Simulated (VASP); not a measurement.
The system is GaAs.

```
CELL_PARAMETERS angstrom
0.00000 2.78864 2.78864
2.78864 0.00000 2.78864
2.78864 2.78864 0.00000
ATOMIC_POSITIONS crystal
As 0.75000 0.75000 0.75000
Ga 0.00000 0.00000 0.00000
```

Base run:

| Item | Value |
| --- | --- |
| Program | VASP 6.6.1 |
| Functional | r2SCAN |
| Potentials or basis | VASP PAW PBE potentials, release 64 (As, Ga_d) |
| Cutoff | 520 eV |
| k mesh | 8 × 8 × 8 |
| Occupations | fermi-dirac, width 0.05 eV |
| Spin | no spin polarisation |

Its results: band gap on the k mesh 1.33 eV, direct; pressure 4.0 GPa.

Question: After a change of settings the same cell gave: band gap on the k mesh 1.33 eV, direct; pressure 2.8 GPa. Which change was it?
A. functional from r2SCAN to RPBE; dispersion from none to D3(BJ)
B. functional from r2SCAN to BLYP
C. functional from r2SCAN to PBEsol
D. dispersion from none to D3(BJ)

Answer: D.

Dispersion adds attraction, which lowers the pressure at fixed volume and, as a term added to the energy, leaves the levels alone.

Caveats: the PAW data sets were made with another functional, which shifts forces and pressure a little.
